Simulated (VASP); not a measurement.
Input of a VASP 6.6.1 run:

The input INCAR:

```
ALGO = Normal
EDIFF = 1E-7
ENCUT = 520
GGA = PE
ISIF = 2
ISMEAR = -1
ISPIN = 2
IVDW = 12
LASPH = True
LCHARG = False
LORBIT = 11
LREAL = Auto
LWAVE = False
MAGMOM = 0 0 0 0 0 0 0 0 0 0 0 0 0 0 0 0 0 0 0 0 0 0 0 0 0
NBANDS = 90
NELM = 150
PREC = Accurate
SIGMA = 0.02
```

KPOINTS

```
k-points
0
Gamma
  2 2 2
```

File POSCAR:

```
NaSi8O16
1.0
   -4.2244000000     -4.2244000000      0.0000000000
    4.2244000000     -4.2244000000      0.0000000000
    0.0000000000      0.0000000000      5.3792000000
Si O Na
8 16 1
Direct
    0.5004971120      0.4502177824     -0.0501561570
   -0.0007693400      0.4951354038      0.1869422963
    0.5235418048      0.4748011552      0.4672070196
   -0.0165704005      0.4700549190      0.6761228435
   -0.0073146482      0.0102499763     -0.0618679358
    0.5299332450      0.0076342202      0.2356670137
   -0.0118478364     -0.0042017801      0.4390801606
    0.4950880598     -0.0354724931      0.7086369720
    0.1792325537      0.4377071300     -0.0872248662
    0.0031720481      0.1897547581      0.2025580012
    0.7998650696      0.4734991952     -0.0625929506
    0.0128775684      0.7859340971      0.2049189471
    0.1927492662      0.4796775873      0.4526695419
   -0.0140848405      0.1866063820      0.6746914039
    0.7993679576      0.5145937885      0.4433744795
    0.0313772370      0.8163881261      0.7295322725
    0.6992827384     -0.0341231891     -0.0358975312
    0.4985796800      0.6774216457      0.2239738251
    0.2839929931      0.0453082094     -0.0489663891
    0.5455567655      0.2915325253      0.2149018441
    0.7021470505     -0.0195885806      0.4450847710
    0.4703744911      0.6525068649      0.7012566924
    0.3112157940      0.0351529211      0.4789373885
    0.4981180759      0.2784892529      0.6977803391
    0.2693755326      0.7243513872      0.9852208507
```

Potentials or basis: VASP PAW PBE potentials, release 64 (Si, O, Na_pv).

Command:

```sh
$ cat potpaw_PBE.64/Si/POTCAR potpaw_PBE.64/O/POTCAR potpaw_PBE.64/Na_pv/POTCAR > POTCAR
$ mpirun -np 1 vasp_std > vasp.out
```

Estimate the largest force.

7.202 eV/Å.

Estimate the dispersion energy per atom.

-0.255 eV.

Stress tensor (GPa, compression positive):
```
27.70 -3.15 -2.57
-3.15 34.57 -3.01
-2.57 -3.01 26.83
```

Caveat: the k points lie up to 0.58 Å⁻¹ apart; no moment was typed at the start, so none could form.
